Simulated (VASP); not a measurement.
# B48HN48 (a cell with a defect) in VASP: single point with PBEsol

Aim: the single point of B48HN48 (a cell with a defect) with PBEsol.

Everything below comes from runs of VASP 6.6.1. Logs are shortened: lines on timing, memory, paths and dates and some standing lists are left out, and cuts for length are marked.

**1. The cell of the first run**

The cell holds a defect, 97 atoms: a = 7.623 Å, b = 8.802 Å, c = 8.407 Å, α = 90.00°, β = 90.00°, γ = 90.00°.

**2. Single point, PBEsol, collinear spin**

Input file INCAR:

```
SYSTEM = B48HN48
PREC     = Accurate       ! precision mode
ENCUT    = 520            ! plane-wave cutoff, eV
EDIFF    = 1E-6           ! SCF threshold, eV
ISMEAR   = -1             ! smearing method
SIGMA    = 0.05           ! smearing width, eV
LREAL    = Auto         
LASPH    = .True.         ! aspherical terms in the spheres
NELM     = 200            ! most SCF steps
ALGO     = Normal         ! electronic algorithm
ISIF     = 2              ! what is computed and relaxed
LWAVE    = .False.        ! write WAVECAR
LCHARG   = .False.        ! write CHGCAR
ISPIN    = 2              ! spin polarisation
MAGMOM   = 0 0 0 0 0 0 0 0 0 0 0 0.125 0 0 0 0 0 0.125 0 0.125 0 0 0 0 0 0 0 0 0 0 0 0 0 0 0 0 0 0 0 0 0 0 0 0 0 0 0 0 0 0 0 0 0 0 0 0 0 0 0 0.125 0 0 0 0 0 0.125 0 0.125 0 0 0 0 0 0 0 0 0 0 0 0 0 0 0 0 0 0 0 0 0 0 0 0 0.125 0 0 0 0.125 ! initial moments
LORBIT   = 11             ! projections on sites
GGA      = PS             ! functional
NBANDS   = 250            ! bands
ISYM     = -1           
GGA_COMPAT= .False.
```

Input file KPOINTS:

```
explicit points
1
Reciprocal
  0.25000000   0.25000000   0.25000000 1
```

Input file POSCAR:

```
B48HN48
1.0
    7.6229900000      0.0000000000      0.0000000000
    0.0000000000      8.8022710000      0.0000000000
    0.0000000000      0.0000000000      8.4065820000
B N H
48 48 1
Direct
    0.9995900000      0.1668410000      0.0011150000
    0.9995560000      0.1670470000      0.5007840000
    0.3326480000      0.1668370000      0.0011300000
    0.3326660000      0.1670490000      0.5007850000
    0.1661080000      0.4169830000      0.0012740000
    0.1661170000      0.4168330000      0.5007350000
    0.9998860000      0.6672850000      0.0007110000
    0.0002570000      0.6674970000      0.5002380000
    0.6661110000      0.1665250000      0.0008380000
    0.6661140000      0.1659740000      0.5003130000
    0.4991730000      0.4168430000      0.0009670000
    0.5001780000      0.4173370000      0.5004030000
    0.3323640000      0.6672720000      0.0007130000
    0.3320080000      0.6674950000      0.5002310000
    0.1661240000      0.9170840000      0.0007800000
    0.1661210000      0.9173360000      0.5007230000
    0.8330610000      0.4168470000      0.0009570000
    0.8319740000      0.4173690000      0.5004230000
    0.6661290000      0.6673650000      0.0008950000
    0.6661250000      0.6663580000      0.5003520000
    0.4992840000      0.9171640000      0.0009730000
    0.4993720000      0.9169580000      0.5007170000
    0.8329610000      0.9171580000      0.0009690000
    0.8328840000      0.9169550000      0.5007020000
    0.1660500000      0.0837000000      0.2509350000
    0.1660690000      0.0834000000      0.7508520000
    0.9995140000      0.3336110000      0.2509180000
    0.0007900000      0.3328980000      0.7518350000
    0.4992950000      0.0835010000      0.2507920000
    0.4991120000      0.0836560000      0.7508310000
    0.3325960000      0.3336000000      0.2509320000
    0.3313060000      0.3328850000      0.7518520000
    0.1660640000      0.5838030000      0.2505940000
    0.1660800000      0.5836200000      0.7507670000
    0.9995840000      0.8338190000      0.2506670000
    0.9995190000      0.8338550000      0.7507500000
    0.8328310000      0.0835070000      0.2507810000
    0.8330320000      0.0836600000      0.7508260000
    0.6660470000      0.3329100000      0.2495500000
    0.6660690000      0.3324060000      0.7524140000
    0.4987330000      0.5840490000      0.2494820000
    0.4981950000      0.5843140000      0.7523520000
    0.3325640000      0.8338160000      0.2506760000
    0.3326370000      0.8338500000      0.7507640000
    0.8334040000      0.5840480000      0.2494840000
    0.8339670000      0.5843330000      0.7523710000
    0.6660630000      0.8338420000      0.2507910000
    0.6660790000      0.8353140000      0.7517540000
    0.9994880000      0.1669340000      0.1881190000
    0.9997210000      0.1668430000      0.6881550000
    0.3327410000      0.1669320000      0.1881380000
    0.3325360000      0.1668490000      0.6881640000
    0.1661110000      0.4171250000      0.1881390000
    0.1661010000      0.4169040000      0.6882070000
    0.9999430000      0.6673370000      0.1872370000
    0.9997040000      0.6671810000      0.6879600000
    0.6661160000      0.1663970000      0.1873720000
    0.6661280000      0.1667040000      0.6880640000
    0.4992810000      0.4169170000      0.1876000000
    0.4976040000      0.4160510000      0.6900710000
    0.3323120000      0.6673290000      0.1872580000
    0.3325720000      0.6671750000      0.6879680000
    0.1661230000      0.9171720000      0.1879360000
    0.1661290000      0.9170260000      0.6879740000
    0.8329310000      0.4169210000      0.1875940000
    0.8346620000      0.4160340000      0.6901200000
    0.6661190000      0.6672190000      0.1875200000
    0.6661630000      0.6690140000      0.6900510000
    0.4992910000      0.9170150000      0.1879980000
    0.4992830000      0.9172550000      0.6880740000
    0.8329500000      0.9170150000      0.1879910000
    0.8329770000      0.9172630000      0.6880660000
    0.1660330000      0.0837020000      0.4380770000
    0.1660490000      0.0835570000      0.9381070000
    0.9998540000      0.3334020000      0.4378520000
    0.9998140000      0.3334010000      0.9385880000
    0.4991230000      0.0833020000      0.4380180000
    0.4992270000      0.0836520000      0.9380070000
    0.3322310000      0.3333600000      0.4378900000
    0.3322610000      0.3333860000      0.9385930000
    0.1660810000      0.5837820000      0.4378930000
    0.1660590000      0.5836080000      0.9378230000
    0.9997350000      0.8339750000      0.4379110000
    0.9994500000      0.8337770000      0.9378780000
    0.8329760000      0.0833160000      0.4380000000
    0.8328660000      0.0836520000      0.9380040000
    0.6659980000      0.3304870000      0.4350480000
    0.6660470000      0.3333550000      0.9384940000
    0.4963810000      0.5852290000      0.4350100000
    0.4991200000      0.5838230000      0.9384240000
    0.3323870000      0.8339860000      0.4379190000
    0.3326660000      0.8337700000      0.9378920000
    0.8357430000      0.5852610000      0.4350030000
    0.8330070000      0.5838410000      0.9384360000
    0.6660660000      0.8342430000      0.4377690000
    0.6660530000      0.8342360000      0.9384740000
    0.6661720000      0.5003480000      0.5746290000
```

Potentials or basis: VASP PAW PBE potentials, release 64 (B, N, H).

Launch:

```sh
cat potpaw_PBE.64/B/POTCAR potpaw_PBE.64/N/POTCAR potpaw_PBE.64/H/POTCAR > POTCAR
mpirun -np 1 vasp_std > vasp.out
```

OUTCAR:

```text
SYSTEM = B48HN48
   PREC = Accurate
   ENCUT = 520
   EDIFF = 1E-6
   ISMEAR = -1
   LREAL = Auto
   LASPH = .True.
   NELM = 200
   ISIF = 2
   ISPIN = 2
   LORBIT = 11
   GGA = PS
   ISYM = -1

 ion  position               nearest neighbor table
   1  1.000  0.167  0.001-  76 1.56  74 1.56  86 1.56  49 1.57
   2  1.000  0.167  0.501-  75 1.56  73 1.56  85 1.56  50 1.58
   3  0.333  0.167  0.001-  80 1.56  78 1.56  74 1.56  51 1.57
   4  0.333  0.167  0.501-  79 1.56  73 1.56  77 1.56  52 1.58
   5  0.166  0.417  0.001-  80 1.56  76 1.56  82 1.56  53 1.57
   6  0.166  0.417  0.501-  79 1.56  75 1.56  81 1.56  54 1.58
[... 88 lines left out ...]
  95  0.666  0.834  0.438-  22 1.56  24 1.56  20 1.57  47 1.57
  96  0.666  0.834  0.938-  21 1.56  23 1.56  19 1.56  48 1.57
  97  0.666  0.500  0.575-

IMPORTANT INFORMATION: All symmetrisations will be switched off!
NOSYMM: (Re-)initialisation of all symmetry stuff for point group C_1.

----------------------------------------------------------------------------------------

                                     Primitive cell

  volume of cell :     564.0785

  direct lattice vectors                    reciprocal lattice vectors
     7.622990000  0.000000000  0.000000000     0.131182121  0.000000000  0.000000000
     0.000000000  8.802271000  0.000000000     0.000000000  0.113607045  0.000000000
     0.000000000  0.000000000  8.406582000     0.000000000  0.000000000  0.118954410

  length of vectors
     7.622990000  8.802271000  8.406582000     0.131182121  0.113607045  0.118954410

  position of ions in fractional coordinates (direct lattice)
     0.999590000  0.166841000  0.001115000
     0.999556000  0.167047000  0.500784000
     0.332648000  0.166837000  0.001130000
     0.332666000  0.167049000  0.500785000
     0.166108000  0.416983000  0.001274000
     0.166117000  0.416833000  0.500735000
[... 89 lines left out ...]
     0.666053000  0.834236000  0.938474000
     0.666172000  0.500348000  0.574629000

  ion indices of the primitive-cell ions
   primitive index   ion index
                 1           1
                 2           2
                 3           3
                 4           4
                 5           5
                 6           6
[... 89 lines left out ...]
                96          96
                97          97

----------------------------------------------------------------------------------------

 KPOINTS: explicit points

Read explicit list of k-points.

 Found      1 k-points:

 Following reciprocal coordinates:
            Coordinates               Weight
  0.250000  0.250000  0.250000      1.000000
   k-points           NKPTS =      1   k-points in BZ     NKDIM =      1   number of bands    NBANDS=    250
   number of dos      NEDOS =    301   number of ions     NIONS =     97
   total plane-waves  NPLWV = 268800
   dimension x,y,z NGX =    60 NGY =   70 NGZ =   64
   dimension x,y,z NGXF=   120 NGYF=  140 NGZF=  128
   ions per type =              48  48   1
   NGX,Y,Z   is equivalent  to a cutoff of  13.09, 13.22, 12.66 a.u.
   NGXF,Y,Z  is equivalent  to a cutoff of  26.17, 26.44, 25.31 a.u.
 SYSTEM =  B48HN48
   PREC   = accura    normal or accurate (medium, high low for compatibility)
[... 35 lines left out ...]
   AEXX    =    0.0000 exact exchange contribution
   IVDW    =     0    specifies the selected vdW correction
   LEPSILON=     F    determine dielectric tensor
   LRPA    =     F    only Hartree local field effects (RPA)
 spin polarized calculation
  energy-cutoff  :      520.00
  volume of cell :      564.08
 maximum number of plane-waves:     15183
 NGX is ok and might be reduce to    56
   NGX = 29   NGY = 33   NGZ = 31

 number of electron     384.9999979 magnetization       1.0000125

 Free energy of the ion-electron system (eV)
  ---------------------------------------------------
  ext. energy  EPLUGINS =         0.00000000
  ---------------------------------------------------
  free energy    TOTEN  =      -877.46789393 eV

  energy without entropy =     -877.46789324  energy(sigma->0) =     -877.46789359

 E-fermi :  10.2392     XC(G=0): -13.0516

 val. band max:        9.5071694365   @ k =   0.2500   0.2500   0.2500
 cond. band min:      10.9711636039   @ k =   0.2500   0.2500   0.2500
 fundamental gap:      1.4639941673
 Fermi energy:        10.2391717979

 spin component 1

 k-point     1 :       0.2500    0.2500    0.2500
  band No.  band energies     occupation
      1     -12.6315      1.00000
      2     -11.9648      1.00000
      3     -11.8814      1.00000
      4     -11.7262      1.00000
      5     -11.2324      1.00000
      6     -11.0815      1.00000
[... 196 lines left out ...]
    203      14.8525      0.00000
    204      14.8937      0.00000
 Fermi energy:        10.2391717979

 spin component 2

 k-point     1 :       0.2500    0.2500    0.2500
  band No.  band energies     occupation
      1     -12.6083      1.00000
      2     -11.9349      1.00000
      3     -11.8654      1.00000
      4     -11.7099      1.00000
      5     -11.2101      1.00000
      6     -11.0632      1.00000
[... 196 lines left out ...]
    203      14.8660      0.00000
    204      14.9056      0.00000
 [bands above 204 left out]

------------------------ aborting loop because EDIFF is reached ----------------------------------------

  FORCE on cell =-STRESS in cart. coord.  units (eV):
  Direction    XX          YY          ZZ          XY          YZ          ZX
  --------------------------------------------------------------------------------------
  -------------------------------------------------------------------------------------
  Total        7.3416424      7.7967694      8.8379378      1.1549653     -0.0711156      0.3625361
  in kB       20.8527950     22.1455122     25.1027894      3.2804995     -0.2019927      1.0297274
  external PRESSURE =      22.7003655 kB  Pullay stress =       0.0000000 kB

 VOLUME and BASIS-vectors are now :
 -----------------------------------------------------------------------------
  energy-cutoff  :      520.00
  volume of cell :      564.08
      direct lattice vectors                 reciprocal lattice vectors
     7.622990000  0.000000000  0.000000000     0.131182121  0.000000000  0.000000000
     0.000000000  8.802271000  0.000000000     0.000000000  0.113607045  0.000000000
     0.000000000  0.000000000  8.406582000     0.000000000  0.000000000  0.118954410

 POSITION                                       TOTAL-FORCE (eV/Angst)
 -----------------------------------------------------------------------------------
      7.61986      1.46858      0.00937        -0.001030      0.004509      0.001652
      7.61961      1.47039      4.20988        -0.001695      0.004714      0.007687
      2.53577      1.46854      0.00950        -0.001183      0.004404     -0.000330
      2.53591      1.47041      4.20989         0.002506      0.004660      0.008493
      1.26624      3.67040      0.01071        -0.000380      0.000339      0.002322
      1.26631      3.66908      4.20947        -0.001407      0.003595      0.008158
[... 89 lines left out ...]
      5.07732      7.34317      7.88936         0.000149      0.001521     -0.004191
      5.07822      4.40420      4.83067        -0.002444     -0.001373     -0.004818
 -----------------------------------------------------------------------------------
    total drift:                               -0.009156      0.008419     -0.005981

  FREE ENERGIE OF THE ION-ELECTRON SYSTEM (eV)
  ---------------------------------------------------
  free  energy   TOTEN  =      -877.4678939302 eV

  energy  without entropy=     -877.4678932444  energy(sigma->0) =     -877.46789359

 total charge

# of ion       s       p       d       tot
------------------------------------------
    1        0.677   1.368   0.000   2.045
    2        0.677   1.366   0.000   2.043
    3        0.677   1.368   0.000   2.045
    4        0.677   1.366   0.000   2.043
    5        0.677   1.369   0.000   2.046
    6        0.676   1.365   0.000   2.041
[... 89 lines left out ...]
   96        1.210   2.760   0.000   3.970
   97        0.532   0.036   0.000   0.568
--------------------------------------------------
tot         91.103 197.967   0.000 289.071

 magnetization (x)

# of ion       s       p       d       tot
------------------------------------------
    1        0.000   0.000   0.000   0.000
    2        0.000  -0.000   0.000  -0.000
    3        0.000   0.000   0.000   0.001
    4        0.000   0.000   0.000   0.000
    5        0.000   0.001   0.000   0.001
    6       -0.000  -0.000   0.000  -0.001
[... 89 lines left out ...]
   96        0.000   0.002   0.000   0.002
   97        0.313   0.004   0.000   0.317
--------------------------------------------------
tot          0.384   0.284   0.000   0.667
```

Run time: 7.6 min. Hardware: 1 thread of Intel Xeon 6975P-C (Granite Rapids), shared host; peak memory 0.89 GiB.

Results:

| Property | Result |
| --- | --- |
| Free energy | -877.4679 eV |
| Pressure | 2.3 GPa |
| Largest force | 0.018 eV/Å |
| Band gap on the k mesh | 1.46 eV |
| Net moment | 1.00 μB per cell |
| Site moments | B +0.00, -0.00, +0.02 (each value once); N +0.00, -0.00, +0.03, +0.01, +0.04 (each value once); H +0.32 μB |
| Valence electrons inside the program's atomic spheres | B 2.04, 2.05, 2.01, 2.06 (each value once); N 3.97, 3.95, 3.96 (each value once); H 0.57 |

Forces in eV/Å, atoms in the order of the input:
```
B   -0.001  0.005  0.002
B   -0.002  0.005  0.008
B   -0.001  0.004  0.000
B    0.003  0.005  0.008
B    0.000  0.000  0.002
B   -0.001  0.004  0.008
B   -0.001 -0.002  0.003
B   -0.003 -0.001  0.004
B    0.003  0.003  0.001
B    0.000  0.008  0.004
B   -0.003 -0.001  0.001
B    0.005 -0.001  0.015
B    0.002 -0.002  0.003
B    0.004 -0.001  0.003
B   -0.001 -0.002  0.001
B    0.000 -0.002  0.004
B    0.001 -0.002  0.003
B    0.007 -0.007  0.013
B   -0.001 -0.001  0.000
B    0.002 -0.005  0.014
B    0.001 -0.005  0.003
B    0.000 -0.006  0.004
B   -0.002 -0.002  0.002
B    0.001 -0.006  0.005
B    0.001  0.000  0.001
B    0.000  0.001  0.003
B   -0.001  0.002  0.000
B    0.002 -0.002  0.004
B   -0.001  0.001  0.004
B   -0.001  0.003  0.000
B    0.001 -0.001 -0.001
B   -0.004 -0.004  0.006
B   -0.001  0.003  0.004
B   -0.001  0.002  0.003
B   -0.001 -0.003  0.004
B   -0.002 -0.004  0.002
B   -0.001  0.001  0.003
B   -0.002  0.002  0.001
B   -0.001  0.003  0.002
B   -0.001 -0.005 -0.002
B    0.000  0.003  0.005
B   -0.002  0.003  0.002
B   -0.002 -0.003  0.004
B   -0.001 -0.003  0.002
B    0.001  0.005  0.005
B    0.002  0.006 -0.001
B    0.001 -0.001  0.001
B    0.000 -0.001  0.003
N    0.000 -0.002 -0.001
N    0.002 -0.003 -0.003
N    0.000 -0.001  0.000
N   -0.001 -0.003 -0.005
N    0.000 -0.002  0.000
N    0.001 -0.001 -0.004
N    0.001  0.001 -0.005
N    0.000  0.002 -0.005
N    0.000 -0.002 -0.005
N    0.000 -0.004 -0.006
N    0.004  0.001  0.006
N    0.010  0.001 -0.015
N   -0.001  0.001 -0.005
N    0.000  0.002 -0.005
N    0.001  0.001 -0.002
N    0.001  0.001 -0.004
N   -0.002  0.001  0.004
N   -0.010  0.003 -0.013
N    0.001 -0.003  0.006
N    0.002 -0.005 -0.016
N    0.001  0.000 -0.003
N   -0.001  0.000 -0.003
N    0.001  0.000 -0.002
N    0.001  0.000 -0.004
N    0.000  0.001 -0.003
N    0.001  0.000 -0.001
N   -0.007  0.003 -0.008
N    0.000 -0.001 -0.005
N   -0.002  0.000 -0.004
N    0.000  0.001 -0.002
N    0.004  0.001 -0.009
N    0.001 -0.001 -0.003
N    0.000 -0.005 -0.004
N    0.002  0.000 -0.003
N    0.000  0.005 -0.004
N    0.000  0.002 -0.003
N    0.003  0.000 -0.005
N    0.000  0.001 -0.002
N   -0.003  0.006  0.003
N   -0.001 -0.001  0.000
N    0.006 -0.002 -0.004
N    0.002  0.000  0.001
N    0.001  0.005 -0.003
N    0.000  0.002 -0.004
N   -0.010  0.000  0.002
N   -0.002  0.001  0.001
N   -0.001 -0.002 -0.008
N    0.000  0.002 -0.004
H   -0.002 -0.001 -0.005
```

Stress tensor (GPa, compression positive):
```
 2.09  0.33  0.10
 0.33  2.21 -0.02
 0.10 -0.02  2.51
```

Caveat: the PAW data sets were made with another functional, which shifts forces and pressure a little.
